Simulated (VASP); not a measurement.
Set up this calculation in VASP 6.6.1, as the native input.

| Quantity | Value |
| --- | --- |
| Task | single point |
| Functional | PBEsol |
| Potentials or basis | VASP PAW PBE potentials, release 64 (B, N) |
| Cutoff | 600 eV |
| k mesh | 12 × 12 × 12 |
| Occupations | gaussian, width 0.05 eV |
| Spin | no spin polarisation |
| Dipole correction | no |
| Further INCAR settings | ALGO = Normal; EDIFF = 1e-06; NBANDS = 11 |

The structure of BN lies in POSCAR:

```
BN
1.0
    0.0000000000      1.8147519399      1.8147519399
    1.8147519399      0.0000000000      1.8147519399
    1.8147519399      1.8147519399      0.0000000000
B N
1 1
Direct
    0.0000000000      0.0000000000      0.0000000000
    0.7500000000      0.7500000000      0.7500000000
```

This cell differs from its parent crystal: volume scaled by 1.02.

The input as run:

INCAR

```
SYSTEM = BN
  PREC = Accurate
  ENCUT = 600
  EDIFF = 1E-6
  ISMEAR = 0
  SIGMA = 0.05
  LREAL = .False.
  LASPH = .True.
  NELM = 120
  ALGO = Normal
  ISIF = 2
  LWAVE = .False.
  LCHARG = .False.
  GGA = PS
  NBANDS = 11
  GGA_COMPAT = .False.
```

KPOINTS

```
Automatic mesh
0
Gamma
  12 12 12
  0 0 0
```

Potentials or basis: VASP PAW PBE potentials, release 64 (B, N).

The run is started by

```console
$ cat potpaw_PBE.64/B/POTCAR potpaw_PBE.64/N/POTCAR > POTCAR
$ mpirun -np 1 vasp_std > vasp.out
```

It gave:

| Property | Result |
| --- | --- |
| Pressure | -7.1 GPa |
| Band gap on the k mesh | 4.26 eV, indirect (least direct gap 8.71 eV) |

Caveat: the PAW data sets were made with another functional, which shifts forces and pressure a little.

Run time: 5.3 s on 1 thread of Intel(R) Xeon(R) 6975P-C (Granite Rapids) (shared host), peak memory 0.13 GiB.
